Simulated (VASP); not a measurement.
# SnP4 (I4/m) in VASP: a series of runs

The runs below take SnP4 through single point, relaxation of cell and atoms, with PBE.

Program: VASP 6.6.1. These are calculated values, not measurements. Logs are shortened: lines on timing, memory, paths and dates and some standing lists are left out, and cuts for length are marked.

### 1 The cell of the first run

The structure is tetragonal, space group I4/m (No. 87). Conventional cell: a = 6.897 Å, b = 6.897 Å, c = 4.314 Å, α = 90.00°, β = 90.00°, γ = 90.00°. Within 3.9 Å of Sn (site symmetry 4/m) lie 12 P at 2.97 to 3.40 Å. P (site symmetry m) has 5 P at 2.18 to 2.65 Å and 1 Sn at 2.97 Å within 3.0 Å.

The cell was generated, and may not be a known phase.

### 2 Single point, PBE

The input, INCAR:

```
SYSTEM = SnP4
ALGO = Fast ; EDIFF = 1E-6
ENCUT = 520 ; GGA = PE
ISIF = 2 ; ISMEAR = 0
LASPH = .True. ; LCHARG = .False.
LREAL = .False. ; LWAVE = .False.
NBANDS = 25 ; NELM = 100
PREC = Accurate ; SIGMA = 0.1
```

The input, KPOINTS:

```
k-points
0
Gamma
  10 10 10
  0 0 0
```

The input, POSCAR:

```
SnP4
1.0
   -3.4484368019      3.4484368019      2.1568294126
    3.4484368019     -3.4484368019      2.1568294126
    3.4484368019      3.4484368019     -2.1568294126
Sn P
1 4
Direct
    0.0000000000      0.0000000000      0.0000000000
    0.4098021026      0.8700661808      0.2798682834
    0.5901978974      0.1299338192      0.7201317166
    0.1299338192      0.4098021026      0.5397359218
    0.8700661808      0.5901978974      0.4602640782
```

Potentials or basis: VASP PAW PBE potentials, release 64 (Sn_d, P).

Command:

```bash
$ cat potpaw_PBE.64/Sn_d/POTCAR potpaw_PBE.64/P/POTCAR > POTCAR
$ mpirun -np 1 vasp_std > vasp.out
```

OUTCAR:

```text
SYSTEM = SnP4
   EDIFF = 1E-6
   ENCUT = 520
   GGA = PE
   ISIF = 2
   ISMEAR = 0
   LASPH = .True.
   LREAL = .False.
   NELM = 100
   PREC = Accurate

 ion  position               nearest neighbor table
   1  0.000  0.000  0.000-   2 2.97   3 2.97   4 2.97   5 2.97
   2  0.410  0.870  0.280-   3 2.18   5 2.65   5 2.65   4 2.65   4 2.65   1 2.97
   3  0.590  0.130  0.720-   2 2.18   4 2.65   4 2.65   5 2.65   5 2.65   1 2.97
   4  0.130  0.410  0.540-   5 2.18   3 2.65   3 2.65   2 2.65   2 2.65   1 2.97
   5  0.870  0.590  0.460-   4 2.18   2 2.65   2 2.65   3 2.65   3 2.65   1 2.97

  LATTYP: Found a body centered tetragonal cell.
 ALAT       =     6.8968736038
 C/A-ratio  =     0.6254513382

  Lattice vectors:

 A1 = (  -3.4484368019,   3.4484368019,   2.1568294126)
 A2 = (   3.4484368019,  -3.4484368019,   2.1568294126)
 A3 = (   3.4484368019,   3.4484368019,  -2.1568294126)

Analysis of symmetry for initial positions (statically):
=====================================================================
 Subroutine PRICEL returns:
 Original cell was already a primitive cell.

 Routine SETGRP: Setting up the symmetry group for a
 body centered tetragonal supercell.

 Subroutine GETGRP returns: Found  8 space group operations
 (whereof  8 operations were pure point group operations)
 out of a pool of 16 trial point group operations.

The static configuration has the point symmetry C_4h.

Analysis of symmetry for dynamics (positions and initial velocities):
=====================================================================
 Subroutine PRICEL returns:
 Original cell was already a primitive cell.

 Routine SETGRP: Setting up the symmetry group for a
 body centered tetragonal supercell.

 Subroutine GETGRP returns: Found  8 space group operations
 (whereof  8 operations were pure point group operations)
 out of a pool of 16 trial point group operations.

The dynamic configuration has the point symmetry C_4h.

 Subroutine INISYM returns: Found  8 space group operations
 (whereof  8 operations are pure point group operations),
 and found     1 'primitive' translations

----------------------------------------------------------------------------------------

                                     Primitive cell

  volume of cell :     102.5936

[... 93 lines left out ...]
   NELM   =    100;   NELMIN=  2; NELMDL= -5     # of ELM steps
   EDIFF  = 0.1E-05   stopping-criterion for ELM
   LREAL  =      F    real-space projection
   EDIFFG = 0.1E-04   stopping-criterion for IOM
   NSW    =      0    number of steps for IOM
   IBRION =     -1    ionic relax: 0-MD 1-quasi-New 2-CG
   NFREE  =      0    steps in history (QN), initial steepest desc. (CG)
   ISIF   =      2    stress and relaxation
   ISYM   =      2    0-nonsym 1-usesym 2-fastsym
   POTIM  = 0.5000    time-step for ionic-motion
   TEBEG  =    0.0;   TEEND  =   0.0 temperature during run
   PSTRESS=    0.0 pullay stress
   NELECT =      34.0000    total number of electrons
   NUPDOWN=      -1.0000    fix difference up-down
   EMIN   =  10.00;   EMAX   =-10.00  energy-range for DOS
   EFERMI =   0.00;   METHOD = LEGACY
   ISMEAR =     0;   SIGMA  =   0.10  broadening in eV -4-tet -1-fermi 0-gaus
   EFERMI_NEDOS =   21; number of points for ismear=-14 and -15
   IALGO  =     68    algorithm
   IMIX   =      4    mixing-type and parameters
     AMIX     =   0.40;   BMIX     =  1.00
     AMIX_MAG =   1.60;   BMIX_MAG =  1.00
  volume/ion in A,a.u.               =      20.52       138.47
  Fermi-wavevector in a.u.,A,eV,Ry     =   1.132907  2.140884 17.462790  1.283479
  Thomas-Fermi vector in A             =   2.269609
   LORBIT       =      0    0 simple, 1 ext, 2 COOP (PROOUT), +10 PAW based schemes
   GGA     = PE    functional components
   LHFCALC =     F    Hartree Fock is set to
   AEXX    =    0.0000 exact exchange contribution
   IVDW    =     0    specifies the selected vdW correction
   LEPSILON=     F    determine dielectric tensor
   LRPA    =     F    only Hartree local field effects (RPA)
 non-spin polarized calculation
 RMM-DIIS sequential band-by-band and
 Gauss-broadening in eV      SIGMA  =   0.10
  energy-cutoff  :      520.00
  volume of cell :      102.59
 maximum number of plane-waves:      2784
   NGX = 19   NGY = 19   NGZ = 19

 number of electron      33.9999992 magnetization

 Free energy of the ion-electron system (eV)
  ---------------------------------------------------
  ext. energy  EPLUGINS =         0.00000000
  ---------------------------------------------------
  free energy    TOTEN  =       -23.14039566 eV

  energy without entropy =      -23.13031213  energy(sigma->0) =      -23.13535389

 E-fermi :   7.0234     XC(G=0): -10.1009

 val. band max:        7.0173635354   @ k =  -0.2000  -0.4000   0.1000
 cond. band min:       7.0533021971   @ k =   0.3000   0.2000   0.1000
 fundamental gap:      0.0359386616
 Fermi energy:         7.0234106681

 k-point     1 :       0.0000    0.0000    0.0000
  band No.  band energies     occupation
      1     -14.7515      2.00000
      2     -14.7330      2.00000
      3     -14.7320      2.00000
      4     -14.7320      2.00000
      5     -14.7223      2.00000
      6      -8.3078      2.00000
[... 661 lines left out ...]
     24      11.0674      0.00000
     25      11.5311      0.00000

 [... further k-points ...]

------------------------ aborting loop because EDIFF is reached ----------------------------------------

  FORCE on cell =-STRESS in cart. coord.  units (eV):
  Direction    XX          YY          ZZ          XY          YZ          ZX
  --------------------------------------------------------------------------------------
  -------------------------------------------------------------------------------------
  Total       -0.1503179     -0.1503179     -0.0942290      0.0000000      0.0000000     -0.0000000
  in kB       -2.3474747     -2.3474747     -1.4715493      0.0000004      0.0000000     -0.0000000
  external PRESSURE =      -2.0554995 kB  Pullay stress =       0.0000000 kB

 VOLUME and BASIS-vectors are now :
 -----------------------------------------------------------------------------
  energy-cutoff  :      520.00
  volume of cell :      102.59
      direct lattice vectors                 reciprocal lattice vectors
    -3.448436802  3.448436802  2.156829413     0.000000000  0.144993233  0.231821764
     3.448436802 -3.448436802  2.156829413     0.144993233  0.000000000  0.231821764
     3.448436802  3.448436802 -2.156829413     0.144993233  0.144993233  0.000000000

 POSITION                                       TOTAL-FORCE (eV/Angst)
 -----------------------------------------------------------------------------------
      0.00000      0.00000      0.00000         0.000000     -0.000000      0.000000
      2.55230     -0.62208      2.15683         0.044920      0.031628     -0.000000
      0.89614      4.07052     -0.00000        -0.044920     -0.031628      0.000000
      2.82635      0.89614     -0.00000         0.031628     -0.044920     -0.000000
      0.62208      2.55230      2.15683        -0.031628      0.044920      0.000000
 -----------------------------------------------------------------------------------
    total drift:                               -0.000000     -0.000000     -0.000000

  FREE ENERGIE OF THE ION-ELECTRON SYSTEM (eV)
  ---------------------------------------------------
  free  energy   TOTEN  =       -23.1403956577 eV

  energy  without entropy=      -23.1303121301  energy(sigma->0) =      -23.13535389
```

stdout:

```text
POSCAR found type information on POSCAR SnP
 POSCAR found :  2 types and       5 ions
 scaLAPACK will be used
 LDA part: xc-table for (Slater+PW92), standard interpolation
 POSCAR, INCAR and KPOINTS ok, starting setup
 FFT: planning ... GRIDC
 FFT: planning ... GRID_SOFT
 FFT: planning ... GRID
 WAVECAR not read
 entering main loop
```

Wall time 11 min (1 thread of Oxide Virtual Turin-like, shared host); peak memory 0.42 GiB.

Results:

* Free energy: -23.1404 eV
* Pressure: -0.2 GPa
* Largest force: 0.055 eV/Å
* Band gap on the k mesh: zero (bands 17 and 18 overlap by 2.46 eV)

Forces on the atoms (eV/Å):
```
Sn   0.000  0.000  0.000
P    0.045  0.032  0.000
P   -0.045 -0.032  0.000
P    0.032 -0.045  0.000
P   -0.032  0.045  0.000
```

Stress tensor (GPa, compression positive):
```
-0.23  0.00  0.00
 0.00 -0.23  0.00
 0.00  0.00 -0.15
```

Levels at points of the mesh, in eV from the Fermi level:
```
           k point  band 15  band 16  band 17  band 18  band 19  band 20
(0.00, 0.00, 0.00)    -2.41    -1.74    -1.63    -1.63     0.90     1.21
(0.50, 0.00, 0.00)    -2.72    -0.78    -0.62     0.55     1.44     2.04
(0.50, 0.50, 0.00)    -2.36    -2.23    -1.07    -0.40     1.50     2.44
(0.50, 0.50, 0.50)    -1.63    -0.50    -0.50     0.37     1.19     1.19
```

Caveat: spin-orbit coupling is left out, which moves the levels of the heavy elements.

### 3 Relaxation of cell and atoms, PBE

This run uses another cell than the first one, of 19.48 Å³/atom.

The input, INCAR:

```
PREC = Accurate
ENCUT = 600
EDIFF = 1E-6
ISMEAR = 0
SIGMA = 0.1
LREAL = F
LASPH = T
NELM = 100
ALGO = Normal
ISIF = 3
LWAVE = F
LCHARG = F
GGA = PE
IBRION = 2
NSW = 90
EDIFFG = -0.04
```

The input, KPOINTS:

```
Automatic mesh
0
Gamma
  6 6 6
```

The input, POSCAR:

```
SnP4
1.0
   -3.3998171400      3.3998171400      2.1061257400
    3.3998171400     -3.3998171400      2.1061257400
    3.3998171400      3.3998171400     -2.1061257400
Sn P
1 4
Direct
    0.0000000000      0.0000000000      0.0000000000
    0.5998418600      0.8010417500      0.4008836200
    0.4001581400      0.1989582500      0.5991163800
    0.8010417500      0.4001581400      0.2011998900
    0.1989582500      0.5998418600      0.7988001100
```

Potentials or basis: VASP PAW PBE potentials, release 64 (Sn_d, P).

Command:

```bash
$ cat potpaw_PBE.64/Sn_d/POTCAR potpaw_PBE.64/P/POTCAR > POTCAR
$ mpirun -np 1 vasp_std > vasp.out
```

Wall time 47 min (1 thread of Oxide Virtual Turin-like, shared host); peak memory 0.29 GiB.

Results (log left out):

* Free energy: -23.0971 eV
* Relaxed volume: 20.48 Å³/atom
* Relaxed cell: a = 5.347 Å, b = 5.347 Å, c = 5.347 Å, α = 99.11°, β = 99.11°, γ = 133.10°
* Space group after relaxing (to 0.1 Å): I4/m (No. 87)
* Energy gained by relaxing: 371.6 meV/atom
* Ionic steps: 35
* Pressure after relaxing: -0.2 GPa
* Largest force after relaxing: 0.027 eV/Å
* Band gap on the k mesh: zero (bands 17 and 18 overlap by 2.22 eV)

Forces on the atoms (eV/Å):
```
Sn   0.000  0.000  0.000
P   -0.020 -0.018  0.000
P    0.020  0.018  0.000
P    0.018 -0.020  0.000
P   -0.018  0.020  0.000
```

Step by step:
```
step  energy change (eV)  largest force (eV/Å)  pressure (GPa)  volume (Å³)
   1              0.0000                0.3715           -7.20        97.38
   2             -0.2953                0.5465            0.99        85.56
   3             -0.2959                0.5389            0.58        86.00
   4             -0.3589                0.5792            0.79        85.62
   5             -0.6356                0.9746            2.00        84.47
   6             -1.1524                0.4417            8.29        82.14
   7             -1.1358                0.2574           11.29        81.52
   8             -1.1587                0.2896            9.23        81.93
   9             -1.1756                0.2381            9.32        82.12
  10             -1.2142                0.1928            9.69        82.68
  11             -1.2359                0.5848           10.81        83.82
  12             -1.3003                0.5166            9.58        84.98
  13             -1.4519                0.2984            6.37        88.52
  14             -1.5944                0.1970            1.21        95.89
  15             -1.6005                0.2847            0.28        97.58
  16             -1.6191                0.3831            0.27        98.08
  17             -1.6961                0.5569            0.16        99.55
  18             -1.8187                0.2891           -0.32       102.49
  19             -1.8012                0.5100            0.13       108.33
  20             -1.8349                0.2706           -0.30       106.02
  21             -1.8440                0.0122           -0.44       104.26
  22             -1.8444                0.0749           -0.43       104.67
  23             -1.8445                0.0516           -0.43       104.53
  24             -1.8480                0.0914           -0.07       103.78
  25             -1.8500                0.1384            0.36       102.91
  26             -1.8525                0.0708            0.14       102.83
  27             -1.8540                0.0961           -0.26       102.68
  28             -1.8553                0.0886           -0.17       102.30
  29             -1.8560                0.0808            0.09       101.40
  30             -1.8563                0.0808           -0.02       101.76
  31             -1.8563                0.0808            0.01       101.69
  32             -1.8570                0.0521            0.09       101.74
  33             -1.8573                0.0632            0.19       101.79
  34             -1.8578                0.0503            0.07       102.00
  35             -1.8582                0.0268           -0.21       102.42
```

Final structure:
```yaml
crystal:
  lattice:
    - [-3.46894, 3.46894, 2.12788]
    - [3.46894, -3.46894, 2.12788]
    - [3.46894, 3.46894, -2.12788]
  atoms:
    - { symbol: Sn, position: [0.00000, 0.00000, 0.00000] }
    - { symbol: P, position: [0.59047, 0.87024, 0.46071] }
    - { symbol: P, position: [0.40953, 0.12976, 0.53929] }
    - { symbol: P, position: [0.87024, 0.40953, 0.27978] }
    - { symbol: P, position: [0.12976, 0.59047, 0.72022] }
```

Levels at points of the mesh, in eV from the Fermi level:
| k point | band 15 | band 16 | band 17 | band 18 | band 19 | band 20 |
| --- | --- | --- | --- | --- | --- | --- |
| (0.00, 0.00, 0.00) | -2.52 | -1.97 | -1.70 | -1.70 | 0.94 | 1.02 |
| (0.50, 0.00, 0.00) | -2.84 | -0.86 | -0.74 | 0.55 | 1.37 | 1.99 |
| (0.50, 0.50, 0.00) | -2.45 | -2.27 | -1.17 | -0.53 | 1.52 | 2.30 |
| (0.50, 0.50, 0.50) | -1.65 | -0.62 | -0.62 | 0.13 | 0.95 | 0.95 |

Caveat: spin-orbit coupling is left out, which moves the levels of the heavy elements.

The gap in the log of VASP goes by the Fermi energy; the results here count the filled bands.